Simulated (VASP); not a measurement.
# Mg5ZnO6 (P-4m2) in VASP: relaxation of cell and atoms with PBE

Aim: the relaxation of cell and atoms of Mg5ZnO6 with PBE.

All numbers are computed with VASP 6.6.1; they aren't measurements. Logs are shortened: lines on timing, memory, paths and dates and some standing lists are left out, and cuts for length are marked.

**1. The cell of the first run**

It takes space group P-4m2 (No. 115, tetragonal). The conventional cell has a = 3.267 Å, b = 3.267 Å, c = 13.784 Å, α = 90.00°, β = 90.00°, γ = 90.00°. Mg (site symmetry -4m2) has 4 O at 2.00 Å within 2.6 Å. Within 2.6 Å of Mg (site symmetry 2mm) lie 4 O at 2.00 Å. Mg (site symmetry 2mm) has 4 O at 1.98 to 2.00 Å within 2.6 Å. Zn (site symmetry -4m2) has 4 O at 2.00 Å within 2.7 Å. O (site symmetry 2mm) has 4 Mg at 2.00 Å within 2.6 Å. O (site symmetry 2mm) has 4 Mg at 2.00 Å within 2.6 Å. Within 2.6 Å of O (site symmetry 2mm) lie 2 Mg at 1.98 Å and 2 Zn at 2.00 Å.

**2. Relaxation of cell and atoms, PBE**

File INCAR:

```
ALGO = Normal
EDIFF = 1E-6
EDIFFG = -0.01
ENCUT = 600
GGA = PE
IBRION = 2
ISIF = 3
ISMEAR = 0
LASPH = T
LCHARG = F
LREAL = F
LWAVE = F
NELM = 100
NSW = 100
PREC = Accurate
SIGMA = 0.02
```

File KPOINTS:

```
k-points
0
Gamma
  8 8 2
```

File POSCAR:

```
Mg5ZnO6
1.0
    3.2674912649      0.0000000000      0.0000000000
    0.0000000000      3.2674912649      0.0000000000
    0.0000000000      0.0000000000     13.7837295854
Mg Zn O
5 1 6
Direct
    0.0000000000      0.0000000000      0.0000000000
    0.5000000000      0.5000000000      0.1669997793
    0.0000000000      0.0000000000      0.3340676856
    0.0000000000      0.0000000000      0.6659323144
    0.5000000000      0.5000000000      0.8330002207
    0.5000000000      0.5000000000      0.5000000000
    0.5000000000      0.0000000000      0.0834958367
    0.0000000000      0.5000000000      0.2505130972
    0.5000000000      0.0000000000      0.4156869494
    0.0000000000      0.5000000000      0.5843130506
    0.5000000000      0.0000000000      0.7494869028
    0.0000000000      0.5000000000      0.9165041633
```

Potentials or basis: VASP PAW PBE potentials, release 64 (Mg, Zn, O).

Run with:

```sh
> cat potpaw_PBE.64/Mg/POTCAR potpaw_PBE.64/Zn/POTCAR potpaw_PBE.64/O/POTCAR > POTCAR
> mpirun -np 1 vasp_std > vasp.out
```

OUTCAR:

```text
EDIFF = 1E-6
   EDIFFG = -0.01
   ENCUT = 600
   GGA = PE
   IBRION = 2
   ISIF = 3
   ISMEAR = 0
   LASPH = T
   LREAL = F
   NELM = 100
   NSW = 100
   PREC = Accurate

 ion  position               nearest neighbor table
   1  0.000  0.000  0.000-   7 2.00  12 2.00  12 2.00   7 2.00   2 3.26   5 3.26   2 3.26   2 3.26
                             5 3.26   5 3.26   2 3.26   5 3.26
   2  0.500  0.500  0.167-   7 2.00   7 2.00   8 2.00   8 2.00   1 3.26   1 3.26   1 3.26   1 3.26
                             3 3.26   3 3.26   3 3.26   3 3.26
   3  0.000  0.000  0.334-   9 1.98   9 1.98   8 2.00   8 2.00   6 3.25   6 3.25   6 3.25   6 3.25
                             2 3.26   2 3.26   2 3.26   2 3.26
   4  0.000  0.000  0.666-  10 1.98  10 1.98  11 2.00  11 2.00   6 3.25   6 3.25   6 3.25   6 3.25
                             5 3.26   5 3.26   5 3.26   5 3.26
   5  0.500  0.500  0.833-  12 2.00  12 2.00  11 2.00  11 2.00   1 3.26   1 3.26   1 3.26   1 3.26
                             4 3.26   4 3.26   4 3.26   4 3.26
   6  0.500  0.500  0.500-   9 2.00  10 2.00   9 2.00  10 2.00   3 3.25   4 3.25   3 3.25   3 3.25
                             4 3.25   4 3.25   3 3.25   4 3.25
   7  0.500  0.000  0.083-   1 2.00   1 2.00   2 2.00   2 2.00
   8  0.000  0.500  0.251-   2 2.00   2 2.00   3 2.00   3 2.00
   9  0.500  0.000  0.416-   3 1.98   3 1.98   6 2.00   6 2.00
  10  0.000  0.500  0.584-   4 1.98   4 1.98   6 2.00   6 2.00
  11  0.500  0.000  0.749-   5 2.00   5 2.00   4 2.00   4 2.00
  12  0.000  0.500  0.917-   1 2.00   1 2.00   5 2.00   5 2.00

  LATTYP: Found a simple tetragonal cell.
 ALAT       =     3.2674912649
 C/A-ratio  =     4.2184442032

  Lattice vectors:

 A1 = (   3.2674912649,   0.0000000000,   0.0000000000)
 A2 = (   0.0000000000,   3.2674912649,   0.0000000000)
 A3 = (   0.0000000000,   0.0000000000,  13.7837295854)

Analysis of symmetry for initial positions (statically):
=====================================================================
 Subroutine PRICEL returns:
 Original cell was already a primitive cell.

 Routine SETGRP: Setting up the symmetry group for a
 simple tetragonal supercell.

 Subroutine GETGRP returns: Found  8 space group operations
 (whereof  8 operations were pure point group operations)
 out of a pool of 16 trial point group operations.

The static configuration has the point symmetry D_2d.

Analysis of symmetry for dynamics (positions and initial velocities):
=====================================================================
 Subroutine PRICEL returns:
 Original cell was already a primitive cell.

 Routine SETGRP: Setting up the symmetry group for a
 simple tetragonal supercell.

 Subroutine GETGRP returns: Found  8 space group operations
 (whereof  8 operations were pure point group operations)
 out of a pool of 16 trial point group operations.

The dynamic configuration has the point symmetry D_2d.

 Subroutine INISYM returns: Found  8 space group operations
 (whereof  8 operations are pure point group operations),
 and found     1 'primitive' translations

----------------------------------------------------------------------------------------

                                     Primitive cell

  volume of cell :     147.1620

  direct lattice vectors                    reciprocal lattice vectors
     3.267491265  0.000000000  0.000000000     0.306045195  0.000000000  0.000000000
     0.000000000  3.267491265  0.000000000     0.000000000  0.306045195  0.000000000
     0.000000000  0.000000000 13.783729585     0.000000000  0.000000000  0.072549305

  length of vectors
     3.267491265  3.267491265 13.783729585     0.306045195  0.306045195  0.072549305

  position of ions in fractional coordinates (direct lattice)
     0.000000000  0.000000000  0.000000000
     0.500000000  0.500000000  0.166999779
     0.000000000  0.000000000  0.334067686
     0.000000000  0.000000000  0.665932314
     0.500000000  0.500000000  0.833000221
     0.500000000  0.500000000  0.500000000
     0.500000000  0.000000000  0.083495837
     0.000000000  0.500000000  0.250513097
     0.500000000  0.000000000  0.415686949
     0.000000000  0.500000000  0.584313051
[... 36 lines left out ...]
  Shift w.r.t. Gamma in fractional coordinates (k-lattice)
     0.000000000  0.000000000  0.000000000

 Subroutine IBZKPT returns following result:
 ===========================================

 Found     30 irreducible k-points:

 Following reciprocal coordinates:
            Coordinates               Weight
  0.000000  0.000000  0.000000      1.000000
  0.125000  0.000000  0.000000      4.000000
  0.250000  0.000000  0.000000      4.000000
  0.375000  0.000000  0.000000      4.000000
  0.500000  0.000000  0.000000      2.000000
  0.125000  0.125000  0.000000      4.000000
[... 16 lines left out ...]
  0.375000  0.125000  0.500000      8.000000
  0.500000  0.125000  0.500000      4.000000
 [... further k-points ...]
   k-points           NKPTS =     30   k-points in BZ     NKDIM =     30   number of bands    NBANDS=     36
   number of dos      NEDOS =    301   number of ions     NIONS =     12
   total plane-waves  NPLWV =  87808
   dimension x,y,z NGX =    28 NGY =   28 NGZ =  112
   dimension x,y,z NGXF=    56 NGYF=   56 NGZF=  224
   ions per type =               5   1   6
   NGX,Y,Z   is equivalent  to a cutoff of  14.25, 14.25, 13.51 a.u.
   NGXF,Y,Z  is equivalent  to a cutoff of  28.49, 28.49, 27.02 a.u.
 SYSTEM =  unknown system
   PREC   = accura    normal or accurate (medium, high low for compatibility)
   ISTART =      0    job   : 0-new  1-cont  2-samecut
   ICHARG =      2    charge: 1-file 2-atom 10-const
   ISPIN  =      1    spin polarized calculation?
   LNONCOLLINEAR =      F non collinear calculations
   LSORBIT =      F    spin-orbit coupling
   LASPH  =      T    aspherical Exc in radial PAW
   ENCUT  =  600.0 eV  44.10 Ry    6.64 a.u.   6.53  6.53 27.53*2*pi/ulx,y,z
   NELM   =    100;   NELMIN=  2; NELMDL= -5     # of ELM steps
   EDIFF  = 0.1E-05   stopping-criterion for ELM
   LREAL  =      F    real-space projection
   EDIFFG = -.1E-01   stopping-criterion for IOM
   NSW    =    100    number of steps for IOM
   IBRION =      2    ionic relax: 0-MD 1-quasi-New 2-CG
   NFREE  =      1    steps in history (QN), initial steepest desc. (CG)
   ISIF   =      3    stress and relaxation
   ISYM   =      2    0-nonsym 1-usesym 2-fastsym
   POTIM  = 0.5000    time-step for ionic-motion
   TEBEG  =    0.0;   TEEND  =   0.0 temperature during run
   PSTRESS=    0.0 pullay stress
   NELECT =      58.0000    total number of electrons
   NUPDOWN=      -1.0000    fix difference up-down
   EMIN   =  10.00;   EMAX   =-10.00  energy-range for DOS
   EFERMI =   0.00;   METHOD = LEGACY
   ISMEAR =     0;   SIGMA  =   0.02  broadening in eV -4-tet -1-fermi 0-gaus
   EFERMI_NEDOS =   21; number of points for ismear=-14 and -15
   IALGO  =     38    algorithm
   IMIX   =      4    mixing-type and parameters
     AMIX     =   0.40;   BMIX     =  1.00
     AMIX_MAG =   1.60;   BMIX_MAG =  1.00
  volume/ion in A,a.u.               =      12.26        82.76
  Fermi-wavevector in a.u.,A,eV,Ry     =   1.200288  2.268216 19.601809  1.440692
  Thomas-Fermi vector in A             =   2.336128
   LORBIT       =      0    0 simple, 1 ext, 2 COOP (PROOUT), +10 PAW based schemes
   GGA     = PE    functional components
   LHFCALC =     F    Hartree Fock is set to
   AEXX    =    0.0000 exact exchange contribution
   IVDW    =     0    specifies the selected vdW correction
   LEPSILON=     F    determine dielectric tensor
   LRPA    =     F    only Hartree local field effects (RPA)
 conjugate gradient relaxation of ions
 non-spin polarized calculation
 Gauss-broadening in eV      SIGMA  =   0.02
  energy-cutoff  :      600.00
  volume of cell :      147.16
 maximum number of plane-waves:      4960
 NGX is ok and might be reduce to    28
   NGX = 13   NGY = 13   NGZ = 55

--------------------------------------- Ionic step        1  -------------------------------------------

 number of electron      58.0000022 magnetization

 Free energy of the ion-electron system (eV)
  ---------------------------------------------------
  ext. energy  EPLUGINS =         0.00000000
  ---------------------------------------------------
  free energy    TOTEN  =       -67.49208606 eV

  energy without entropy =      -67.49208606  energy(sigma->0) =      -67.49208606

------------------------ aborting loop because EDIFF is reached ----------------------------------------

  FORCE on cell =-STRESS in cart. coord.  units (eV):
  Direction    XX          YY          ZZ          XY          YZ          ZX
  --------------------------------------------------------------------------------------
  -------------------------------------------------------------------------------------
  Total       -0.3305441     -0.3305441     -0.3724577      0.0000000      0.0000000     -0.0000000
  in kB       -3.5986899     -3.5986899     -4.0550097      0.0000000      0.0000000     -0.0000000
  external PRESSURE =      -3.7507965 kB  Pullay stress =       0.0000000 kB
[... 119 lines left out ...]
  FREE ENERGIE OF THE ION-ELECTRON SYSTEM (eV)
  ---------------------------------------------------
  free  energy   TOTEN  =       -67.4930693314 eV

  energy  without entropy=      -67.4930693314  energy(sigma->0) =      -67.49306933

[... ionic steps 4 to 7 ...]

--------------------------------------- Ionic step        8  -------------------------------------------

 number of electron      58.0000019 magnetization

------------------------ aborting loop because EDIFF is reached ----------------------------------------
[... 87 lines left out ...]
--------------------------------------- Ionic step       10  -------------------------------------------

 number of electron      58.0000019 magnetization

 Free energy of the ion-electron system (eV)
  ---------------------------------------------------
  ext. energy  EPLUGINS =         0.00000000
  ---------------------------------------------------
  free energy    TOTEN  =       -67.49350476 eV

  energy without entropy =      -67.49350476  energy(sigma->0) =      -67.49350476

 E-fermi :   1.2301     XC(G=0):  -9.7965

 val. band max:        1.0920891165   @ k =   0.0000   0.0000   0.0000
 cond. band min:       3.6020917343   @ k =   0.0000   0.0000   0.0000
 fundamental gap:      2.5100026177
 Fermi energy:         1.2301148173

 k-point     1 :       0.0000    0.0000    0.0000
  band No.  band energies     occupation
      1     -15.6102      2.00000
      2     -15.2675      2.00000
      3     -15.2214      2.00000
      4     -14.9153      2.00000
      5     -14.7532      2.00000
      6     -14.5594      2.00000
[... 925 lines left out ...]
     35       9.2281      0.00000
     36       9.4442      0.00000

 [... further k-points ...]

------------------------ aborting loop because EDIFF is reached ----------------------------------------

  FORCE on cell =-STRESS in cart. coord.  units (eV):
  Direction    XX          YY          ZZ          XY          YZ          ZX
  --------------------------------------------------------------------------------------
  -------------------------------------------------------------------------------------
  Total        0.0073553      0.0073553      0.0111631      0.0000000      0.0000000      0.0000000
  in kB        0.0803587      0.0803587      0.1219609      0.0000000      0.0000000      0.0000000
  external PRESSURE =       0.0942261 kB  Pullay stress =       0.0000000 kB
[... 27 lines left out ...]
  FREE ENERGIE OF THE ION-ELECTRON SYSTEM (eV)
  ---------------------------------------------------
  free  energy   TOTEN  =       -67.4935047556 eV

  energy  without entropy=      -67.4935047556  energy(sigma->0) =      -67.49350476

 reached required accuracy - stopping structural energy minimisation
```

Wall time 11 min (1 thread of AMD EPYC 7R13 (Zen 3), shared host); peak memory 0.38 GiB.

Results:

```yaml
Free_energy: -67.4935 eV
Relaxed_volume: 12.22 Å³/atom
Relaxed_cell: a = 3.265 Å, b = 3.265 Å, c = 13.756 Å, α = 90.00°, β = 90.00°, γ = 90.00°
Space_group_after_relaxing_to_0.1_Å: P-4m2 (No. 115)
Energy_gained_by_relaxing: 0.1 meV/atom
Ionic_steps: 10
Pressure_after_relaxing: 0.0 GPa
Largest_force_after_relaxing: 0.005 eV/Å
Band_gap_on_the_k_mesh: 2.51 eV
```

Forces in eV/Å, atoms in the order of the input:
```
Mg   0.000  0.000  0.000
Mg   0.000  0.000  0.002
Mg   0.000  0.000  0.000
Mg   0.000  0.000  0.000
Mg   0.000  0.000 -0.002
Zn   0.000  0.000  0.000
O    0.000  0.000 -0.005
O    0.000  0.000  0.000
O    0.000  0.000 -0.001
O    0.000  0.000  0.001
O    0.000  0.000  0.000
O    0.000  0.000  0.005
```

Step by step:
```tsv
step	energy change (eV)	largest force (eV/Å)	pressure (GPa)	volume (Å³)
1	0.0000	0.0792	-0.38	147.16
2	-0.0010	0.0325	0.08	146.55
3	-0.0010	0.0330	0.07	146.57
4	-0.0012	0.0205	0.05	146.61
5	-0.0012	0.0267	0.01	146.65
6	-0.0013	0.0130	-0.02	146.69
7	-0.0013	0.0202	-0.04	146.72
8	-0.0014	0.0118	-0.01	146.66
9	-0.0014	0.0158	0.02	146.63
10	-0.0014	0.0054	0.01	146.65
```

Final structure:
```
CELL_PARAMETERS angstrom
3.26511 0.00000 0.00000
0.00000 3.26511 0.00000
0.00000 0.00000 13.75559
ATOMIC_POSITIONS crystal
Mg 0.00000 0.00000 0.00000
Mg 0.50000 0.50000 0.16672
Mg 0.00000 0.00000 0.33352
Mg 0.00000 0.00000 0.66648
Mg 0.50000 0.50000 0.83328
Zn 0.50000 0.50000 0.50000
O 0.50000 0.00000 0.08338
O 0.00000 0.50000 0.25009
O 0.50000 0.00000 0.41504
O 0.00000 0.50000 0.58496
O 0.50000 0.00000 0.74991
O 0.00000 0.50000 0.91662
```

Levels at points of the mesh, in eV from the valence-band top:
| k point | band 25 | band 26 | band 27 | band 28 | band 29 | band 30 | band 31 | band 32 | band 33 | band 34 |
| --- | --- | --- | --- | --- | --- | --- | --- | --- | --- | --- |
| (0.00, 0.00, 0.00) | -0.69 | -0.69 | -0.28 | 0.00 | 0.00 | 2.51 | 4.14 | 4.42 | 5.67 | 5.88 |
| (0.50, 0.00, 0.00) | -0.80 | -0.79 | -0.74 | -0.51 | -0.24 | 6.20 | 7.13 | 7.40 | 7.58 | 7.75 |
| (0.50, 0.50, 0.00) | -1.49 | -1.36 | -1.34 | -1.33 | -1.33 | 5.63 | 5.63 | 6.59 | 6.59 | 6.86 |
| (0.00, 0.00, 0.50) | -0.67 | -0.67 | -0.44 | 0.00 | 0.00 | 2.84 | 3.39 | 5.30 | 5.39 | 5.76 |
| (0.50, 0.00, 0.50) | -0.79 | -0.74 | -0.72 | -0.46 | -0.24 | 6.20 | 7.20 | 7.38 | 7.39 | 7.83 |
| (0.50, 0.50, 0.50) | -1.48 | -1.48 | -1.38 | -1.38 | -1.35 | 5.89 | 5.89 | 6.04 | 6.04 | 7.19 |
